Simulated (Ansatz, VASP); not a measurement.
# Two plane-wave programs on CsGaCl2

File INCAR:

```
SYSTEM = CsGaCl2
ALGO = Normal ; EDIFF = 1E-7
EDIFFG = -0.04 ; ENCUT = 600
GGA = PE ; IBRION = 2
ISIF = 3 ; ISMEAR = 0
LASPH = .True. ; LCHARG = .False.
LREAL = .False. ; LWAVE = .False.
NELM = 100 ; NSW = 90
PREC = Accurate ; SIGMA = 0.1
```

Contents of KPOINTS:

```
k-points
0
Gamma
  6 6 4
  0 0 0
```

Contents of POSCAR:

```
CsGaCl2
1.0
    3.6394758900      0.0000000000      0.0000000000
   -1.8197379400      3.1518785800      0.0000000000
    0.0000000000      0.0000000000      5.8369718800
Cs Ga Cl
1 1 2
Direct
    0.0000000000      0.0000000000      0.5000000000
    0.0000000000      0.0000000000      0.0000000000
    0.3333333300      0.6666666700      0.9172986900
    0.6666666700      0.3333333300      0.0827013100
```

Input for Ansatz:

```yaml
crystal:
  lattice:
    - [3.63947589, 0.0, 0.0]
    - [-1.81973794, 3.15187858, 0.0]
    - [0.0, 0.0, 5.83697188]
  atoms:
    - { symbol: Cs, position: [0.0, 0.0, 0.5] }
    - { symbol: Ga, position: [0.0, 0.0, 0.0] }
    - { symbol: Cl, position: [0.33333333, 0.66666667, 0.91729869] }
    - { symbol: Cl, position: [0.66666667, 0.33333333, 0.08270131] }
basis:
  ecutwfc: 420
kpoints:
  mp_grid: { grid: [6, 6, 4] }
hamiltonian:
  xc: pbe
scf:
  occupations: { method: gaussian, width: 0.1 }
  lower_state_search: "off"
output:
  forces: true
  stress: true
  eigenvalues: true
relax:
  adjacent_minimum: "off"
  f_tol: 0.04
  max_steps: 70
  cell: { stress_tol: 0.4 }
```

Alike in both runs: task relaxation of cell and atoms; functional PBE; k mesh 6 × 6 × 4; occupations gaussian, width 0.1 eV; no spin polarisation.

```csv
,VASP,Ansatz
version,VASP 6.6.1,Ansatz 0.2.0
potentials or method,"VASP PAW PBE potentials, release 64 (Cs_sv, Ga_d, Cl), cutoff 600 eV","scalar-relativistic, plane waves, PAW"
valence electrons in the cell,36,36
```

|  | VASP | Ansatz | Ansatz less VASP |
| --- | --- | --- | --- |
| gap on the k mesh at the Fermi level, each at its own relaxed structure (eV) | 3.04 | 2.97 | -0.072 |
| relaxed volume (Å³/atom) | 35.53 | 35.74 | +0.210 |
| relaxed cell length with the largest relative difference (Å) | 7.976 | 7.854 | -0.1221 |

Neither program's run includes spin-orbit coupling. Noted on VASP's run: the volume moved by over 15 % at a fixed basis, so the end points are rough.
